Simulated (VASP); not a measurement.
# AlRu (P4/mmm) in VASP: a series of runs, part 2 of 2

VASP 6.6.1. The steps go on from the part before.

### 4 Single point, PBE

This run uses another cell than the first one, of 13.52 Å³/atom.

The input, INCAR:

```
SYSTEM = AlRu
ALGO = Normal
EDIFF = 1E-6
ENCUT = 520
GGA = PE
ISIF = 2
ISMEAR = 1
LASPH = .TRUE.
LCHARG = .FALSE.
LREAL = .FALSE.
LWAVE = .FALSE.
NBANDS = 16
NELM = 60
PREC = Accurate
SIGMA = 0.15
```

The input, KPOINTS:

```
k-points
0
G
  12 12 12
  0 0 0
```

The input, POSCAR:

```
AlRu
1.0
    2.9916000000      0.0000000000      0.0000000000
    0.0000000000      2.9916000000      0.0000000000
    0.0000000000      0.0000000000      3.0215160000
Al Ru
1 1
Direct
    0.0000000000      0.0000000000      0.0000000000
    0.5000000000      0.5000000000      0.5000000000
```

Potentials or basis: VASP PAW PBE potentials, release 64 (Al, Ru_pv).

Started as:

```sh
> cat potpaw_PBE.64/Al/POTCAR potpaw_PBE.64/Ru_pv/POTCAR > POTCAR
> mpirun -np 1 vasp_std > vasp.out
```

OUTCAR:

```text
SYSTEM = AlRu
   EDIFF = 1E-6
   ENCUT = 520
   GGA = PE
   ISIF = 2
   ISMEAR = 1
   LASPH = .TRUE.
   LREAL = .FALSE.
   NELM = 60
   PREC = Accurate

 ion  position               nearest neighbor table
   1  0.000  0.000  0.000-   2 2.60   2 2.60   2 2.60   2 2.60   2 2.60   2 2.60   2 2.60   2 2.60

   2  0.500  0.500  0.500-   1 2.60   1 2.60   1 2.60   1 2.60   1 2.60   1 2.60   1 2.60   1 2.60

  LATTYP: Found a simple tetragonal cell.
 ALAT       =     2.9916000000
 C/A-ratio  =     1.0100000000

  Lattice vectors:

 A1 = (   2.9916000000,   0.0000000000,   0.0000000000)
 A2 = (   0.0000000000,   2.9916000000,   0.0000000000)
 A3 = (   0.0000000000,   0.0000000000,   3.0215160000)

Analysis of symmetry for initial positions (statically):
=====================================================================
 Subroutine PRICEL returns:
 Original cell was already a primitive cell.

 Routine SETGRP: Setting up the symmetry group for a
 simple tetragonal supercell.

 Subroutine GETGRP returns: Found 16 space group operations
 (whereof 16 operations were pure point group operations)
 out of a pool of 16 trial point group operations.

The static configuration has the point symmetry D_4h.

Analysis of symmetry for dynamics (positions and initial velocities):
=====================================================================
 Subroutine PRICEL returns:
 Original cell was already a primitive cell.

 Routine SETGRP: Setting up the symmetry group for a
 simple tetragonal supercell.

 Subroutine GETGRP returns: Found 16 space group operations
 (whereof 16 operations were pure point group operations)
 out of a pool of 16 trial point group operations.

The dynamic configuration has the point symmetry D_4h.

 Subroutine INISYM returns: Found 16 space group operations
 (whereof 16 operations are pure point group operations),
 and found     1 'primitive' translations

----------------------------------------------------------------------------------------
[... 114 lines left out ...]
  volume/ion in A,a.u.               =      13.52        91.24
  Fermi-wavevector in a.u.,A,eV,Ry     =   1.402428  2.650204 26.759987  1.966804
  Thomas-Fermi vector in A             =   2.525190
   LORBIT       =      0    0 simple, 1 ext, 2 COOP (PROOUT), +10 PAW based schemes
   GGA     = PE    functional components
   LHFCALC =     F    Hartree Fock is set to
   AEXX    =    0.0000 exact exchange contribution
   IVDW    =     0    specifies the selected vdW correction
   LEPSILON=     F    determine dielectric tensor
   LRPA    =     F    only Hartree local field effects (RPA)
 non-spin polarized calculation
 Methfessel and Paxton  Order N= 1 SIGMA  =   0.15
  energy-cutoff  :      520.00
  volume of cell :       27.04
 maximum number of plane-waves:       740
 NGX is ok and might be reduce to    24
   NGX = 11   NGY = 11   NGZ = 11

 number of electron      16.9999996 magnetization

 Free energy of the ion-electron system (eV)
  ---------------------------------------------------
  ext. energy  EPLUGINS =         0.00000000
  ---------------------------------------------------
  free energy    TOTEN  =       -14.26411483 eV

  energy without entropy =      -14.26480810  energy(sigma->0) =      -14.26434592

 E-fermi :  10.5635     XC(G=0): -12.5157

 val. band max:       10.5613237669   @ k =   0.2500   0.0833   0.0833
 cond. band min:      10.5663803053   @ k =   0.0833   0.0000   0.0833
 fundamental gap:      0.0050565384
 Fermi energy:        10.5635302208

 k-point     1 :       0.0000    0.0000    0.0000
  band No.  band energies     occupation
      1     -31.2005      2.00000
      2     -31.1865      2.00000
      3     -31.1865      2.00000
      4       0.9600      2.00000
      5       7.0619      2.00000
      6       7.0688      2.00000
[... 433 lines left out ...]
      3     -31.1701      2.00000
      4       4.6310      2.00000
      5       6.7173      2.00000
      6       8.7246      2.00000
[... 8 lines left out ...]
     15      22.8253      0.00000
     16      25.5485      0.00000

 [... further k-points ...]

------------------------ aborting loop because EDIFF is reached ----------------------------------------

  FORCE on cell =-STRESS in cart. coord.  units (eV):
  Direction    XX          YY          ZZ          XY          YZ          ZX
  --------------------------------------------------------------------------------------
  -------------------------------------------------------------------------------------
  Total        0.1494437      0.1494437     -0.1474738      0.0000000     -0.0000000     -0.0000000
  in kB        8.8543434      8.8543434     -8.7376248      0.0000000     -0.0000000     -0.0000000
  external PRESSURE =       2.9903540 kB  Pullay stress =       0.0000000 kB

 VOLUME and BASIS-vectors are now :
 -----------------------------------------------------------------------------
  energy-cutoff  :      520.00
  volume of cell :       27.04
      direct lattice vectors                 reciprocal lattice vectors
     2.991600000  0.000000000  0.000000000     0.334269287  0.000000000  0.000000000
     0.000000000  2.991600000  0.000000000     0.000000000  0.334269287  0.000000000
     0.000000000  0.000000000  3.021516000     0.000000000  0.000000000  0.330959690

 POSITION                                       TOTAL-FORCE (eV/Angst)
 -----------------------------------------------------------------------------------
      0.00000      0.00000      0.00000         0.000000      0.000000      0.000000
      1.49580      1.49580      1.51076         0.000000      0.000000      0.000000
 -----------------------------------------------------------------------------------
    total drift:                                0.000000     -0.000000     -0.000000

  FREE ENERGIE OF THE ION-ELECTRON SYSTEM (eV)
  ---------------------------------------------------
  free  energy   TOTEN  =       -14.2641148257 eV

  energy  without entropy=      -14.2648081041  energy(sigma->0) =      -14.26434592
```

OSZICAR:

```text
N       E                     dE             d eps       ncg     rms          rms(c)
DAV:   1     0.115370743940E+03    0.11537E+03   -0.91116E+03  6432   0.985E+02
DAV:   2    -0.130452728940E+02   -0.12842E+03   -0.12235E+03  7384   0.291E+02
DAV:   3    -0.149228167715E+02   -0.18775E+01   -0.18721E+01  7960   0.368E+01
DAV:   4    -0.149364834350E+02   -0.13667E-01   -0.13651E-01  7928   0.331E+00
DAV:   5    -0.149366865021E+02   -0.20307E-03   -0.20274E-03  7592   0.391E-01    0.120E+01
DAV:   6    -0.143538615836E+02    0.58282E+00   -0.23185E+00  6808   0.164E+01    0.230E+00
DAV:   7    -0.142796769548E+02    0.74185E-01   -0.18183E-01  6680   0.479E+00    0.199E+00
DAV:   8    -0.142642652784E+02    0.15412E-01   -0.17527E-02  7544   0.104E+00    0.185E-01
DAV:   9    -0.142641219354E+02    0.14334E-03   -0.25397E-04  7808   0.122E-01    0.121E-01
DAV:  10    -0.142641163591E+02    0.55763E-05   -0.24242E-05  7104   0.539E-02    0.514E-03
DAV:  11    -0.142641152584E+02    0.11006E-05   -0.89633E-07  6312   0.104E-02    0.350E-03
DAV:  12    -0.142641148257E+02    0.43277E-06   -0.49241E-08  3904   0.234E-03
   1 F= -.14264115E+02 E0= -.14264346E+02  d E =0.693278E-03
```

It took 62 s on 1 thread of Intel Xeon 8259CL, shared host; peak memory 0.2 GiB.

Results:

| Item | Value |
| --- | --- |
| Free energy | -14.2641 eV |
| Pressure | 0.3 GPa |
| Band gap on the k mesh | zero (an odd number of electrons rules out a gap without spin polarisation) |

### 5 Single point, PBE

This run uses another cell than the first one, of 13.65 Å³/atom.

The input, INCAR:

```
ALGO     = Normal         # electronic algorithm
EDIFF    = 1E-6           # SCF threshold, eV
ENCUT    = 520            # plane-wave cutoff, eV
GGA      = PE             # functional
ISIF     = 2              # what is computed and relaxed
ISMEAR   = 1              # smearing method
LASPH    = T              # aspherical terms in the spheres
LCHARG   = F              # write CHGCAR
LREAL    = F              # projectors in reciprocal space
LWAVE    = F              # write WAVECAR
NBANDS   = 16             # bands
NELM     = 80             # most SCF steps
PREC     = Accurate       # precision mode
SIGMA    = 0.15           # smearing width, eV
```

The input, KPOINTS:

```
k-points
0
Gamma
  12 12 12
```

Edit POSCAR of step 4 so:

```diff
@@ -4,3 +4,3 @@
     0.0000000000      2.9916000000      0.0000000000
-    0.0000000000      0.0000000000      3.0215160000
+    0.0000000000      0.0000000000      3.0514320000
 Al Ru
```

Potentials or basis: VASP PAW PBE potentials, release 64 (Al, Ru_pv).

Started as:

```sh
> cat potpaw_PBE.64/Al/POTCAR potpaw_PBE.64/Ru_pv/POTCAR > POTCAR
> mpirun -np 1 vasp_std > vasp.out
```

OUTCAR:

```text
EDIFF = 1E-6
   ENCUT = 520
   GGA = PE
   ISIF = 2
   ISMEAR = 1
   LASPH = T
   LREAL = F
   NELM = 80
   PREC = Accurate

 ion  position               nearest neighbor table
   1  0.000  0.000  0.000-   2 2.61   2 2.61   2 2.61   2 2.61   2 2.61   2 2.61   2 2.61   2 2.61

   2  0.500  0.500  0.500-   1 2.61   1 2.61   1 2.61   1 2.61   1 2.61   1 2.61   1 2.61   1 2.61

  LATTYP: Found a simple tetragonal cell.
 ALAT       =     2.9916000000
 C/A-ratio  =     1.0200000000

  Lattice vectors:

 A1 = (   2.9916000000,   0.0000000000,   0.0000000000)
[... 627 lines left out ...]
      4       4.5668      2.00000
      5       6.6331      2.00000
      6       8.6425      2.00000
[... 8 lines left out ...]
     15      22.5655      0.00000
     16      25.1971      0.00000

 [... further k-points ...]
[... 5 lines left out ...]
  --------------------------------------------------------------------------------------
  -------------------------------------------------------------------------------------
  Total       -0.0898370     -0.0898370     -0.6676906      0.0000000      0.0000000      0.0000000
  in kB       -5.2705422     -5.2705422    -39.1719437      0.0000000      0.0000000      0.0000000
  external PRESSURE =     -16.5710093 kB  Pullay stress =       0.0000000 kB

 VOLUME and BASIS-vectors are now :
 -----------------------------------------------------------------------------
  energy-cutoff  :      520.00
  volume of cell :       27.31
      direct lattice vectors                 reciprocal lattice vectors
     2.991600000  0.000000000  0.000000000     0.334269287  0.000000000  0.000000000
     0.000000000  2.991600000  0.000000000     0.000000000  0.334269287  0.000000000
     0.000000000  0.000000000  3.051432000     0.000000000  0.000000000  0.327714988

 POSITION                                       TOTAL-FORCE (eV/Angst)
 -----------------------------------------------------------------------------------
      0.00000      0.00000      0.00000         0.000000      0.000000      0.000000
      1.49580      1.49580      1.52572         0.000000      0.000000      0.000000
 -----------------------------------------------------------------------------------
    total drift:                                0.000000     -0.000000     -0.000000

  FREE ENERGIE OF THE ION-ELECTRON SYSTEM (eV)
  ---------------------------------------------------
  free  energy   TOTEN  =       -14.2602256998 eV

  energy  without entropy=      -14.2608133200  energy(sigma->0) =      -14.26042157
```

OSZICAR:

```text
N       E                     dE             d eps       ncg     rms          rms(c)
DAV:   1     0.116025839732E+03    0.11603E+03   -0.92174E+03  6400   0.990E+02
DAV:   2    -0.130578839736E+02   -0.12908E+03   -0.12271E+03  7408   0.291E+02
DAV:   3    -0.149156351612E+02   -0.18578E+01   -0.18523E+01  7936   0.366E+01
DAV:   4    -0.149297788618E+02   -0.14144E-01   -0.14124E-01  8000   0.334E+00
DAV:   5    -0.149299882657E+02   -0.20940E-03   -0.20878E-03  7584   0.385E-01    0.117E+01
DAV:   6    -0.143530165756E+02    0.57697E+00   -0.23310E+00  6920   0.164E+01    0.229E+00
DAV:   7    -0.142759561830E+02    0.77060E-01   -0.18825E-01  6704   0.486E+00    0.195E+00
DAV:   8    -0.142603926503E+02    0.15564E-01   -0.18222E-02  7440   0.106E+00    0.186E-01
DAV:   9    -0.142602333967E+02    0.15925E-03   -0.27959E-04  7784   0.128E-01    0.120E-01
DAV:  10    -0.142602271561E+02    0.62406E-05   -0.26670E-05  7024   0.560E-02    0.535E-03
DAV:  11    -0.142602260258E+02    0.11303E-05   -0.11136E-06  6296   0.111E-02    0.379E-03
DAV:  12    -0.142602256998E+02    0.32606E-06   -0.64971E-08  3968   0.254E-03
   1 F= -.14260226E+02 E0= -.14260422E+02  d E =0.587620E-03
```

stdout:

```text
POSCAR found type information on POSCAR AlRu
 POSCAR found :  2 types and       2 ions
 scaLAPACK will be used
 LDA part: xc-table for (Slater+PW92), standard interpolation
 POSCAR, INCAR and KPOINTS ok, starting setup
 FFT: planning ... GRIDC
 FFT: planning ... GRID_SOFT
 FFT: planning ... GRID
 WAVECAR not read
 entering main loop
```

Run time: 55 s. Hardware: 1 thread of Intel Xeon 8259CL, shared host; peak memory 0.21 GiB.

What came out:

| Item | Value |
| --- | --- |
| Free energy | -14.2602 eV |
| Pressure | -1.7 GPa |
| Band gap on the k mesh | zero (an odd number of electrons rules out a gap without spin polarisation) |

Stress tensor (GPa, compression positive):
```
-0.53  0.00  0.00
 0.00 -0.53  0.00
 0.00  0.00 -3.92
```

### 6 Single point, PBE

This run uses another cell than the first one, of 13.79 Å³/atom.

The input, INCAR:

```
PREC     = Accurate       # precision mode
ENCUT    = 520            # plane-wave cutoff, eV
EDIFF    = 1E-7           # SCF threshold, eV
ISMEAR   = 1              # smearing method
SIGMA    = 0.15           # smearing width, eV
LREAL    = F              # projectors in reciprocal space
LASPH    = T              # aspherical terms in the spheres
NELM     = 60             # most SCF steps
ALGO     = Normal         # electronic algorithm
ISIF     = 2              # what is computed and relaxed
LWAVE    = F              # write WAVECAR
LCHARG   = F              # write CHGCAR
GGA      = PE             # functional
NBANDS   = 16             # bands
```

The input, KPOINTS:

```
Automatic mesh
0
Gamma
  12 12 12
```

Edit POSCAR of step 5 so:

```diff
@@ -4,3 +4,3 @@
     0.0000000000      2.9916000000      0.0000000000
-    0.0000000000      0.0000000000      3.0514320000
+    0.0000000000      0.0000000000      3.0813480000
 Al Ru
```

Potentials or basis: VASP PAW PBE potentials, release 64 (Al, Ru_pv).

Started as:

```sh
> cat potpaw_PBE.64/Al/POTCAR potpaw_PBE.64/Ru_pv/POTCAR > POTCAR
> mpirun -np 1 vasp_std > vasp.out
```

Wall time 72 s (1 thread of Intel Xeon 8259CL, shared host); peak memory 0.21 GiB.

It converged, with:

| Item | Value |
| --- | --- |
| Free energy | -14.2514 eV |
| Pressure | -3.5 GPa |
| Band gap on the k mesh | zero (an odd number of electrons rules out a gap without spin polarisation) |

Stress tensor (GPa, compression positive):
```
-1.85  0.00  0.00
 0.00 -1.85  0.00
 0.00  0.00 -6.74
```

Levels at points of the mesh, in eV from the Fermi level:
```csv
k point,band 7,band 8,band 9,band 10,band 11,band 12
"(0.00, 0.00, 0.00)",0.12,0.12,0.30,5.37,6.24,6.24
"(0.50, 0.00, 0.00)",-1.76,-1.42,0.38,2.36,7.45,10.39
"(0.50, 0.50, 0.00)",-1.27,-1.23,-1.23,1.60,5.39,6.05
"(0.00, 0.00, 0.50)",-1.41,-1.41,0.50,1.87,7.50,11.14
"(0.50, 0.00, 0.50)",-1.28,-1.05,-0.97,1.40,5.02,5.88
"(0.50, 0.50, 0.50)",1.45,1.67,2.41,3.96,4.14,4.14
```

Caveat: the cell stands under tension.

### 7 The runs side by side

| cell | gap on the mesh (eV) | pressure (GPa) |
| --- | --- | --- |
| a = 2.992, b = 2.992, c = 2.932 Å, 2 atoms | none | 7.0 |
| a = 2.992, b = 2.992, c = 2.962 Å, 2 atoms | none | 4.6 |
| a = 2.992, b = 2.992, c = 3.022 Å, 2 atoms | none | 0.3 |
| a = 2.992, b = 2.992, c = 3.051 Å, 2 atoms | none | -1.7 |
| a = 2.992, b = 2.992, c = 3.081 Å, 2 atoms | none | -3.5 |

Alike in all rows: task single point; level PBE; potentials or basis VASP PAW PBE potentials, release 64 (Al, Ru_pv); no spin polarisation; k mesh 12 × 12 × 12; cutoff (eV) 520; smearing methfessel-paxton 0.15 eV.

Caveats: the cell stands under pressure (at least some runs); the cell stands under tension (at least some runs).

Total energies depend on the potentials used, so only differences within one code and one set of settings carry meaning.
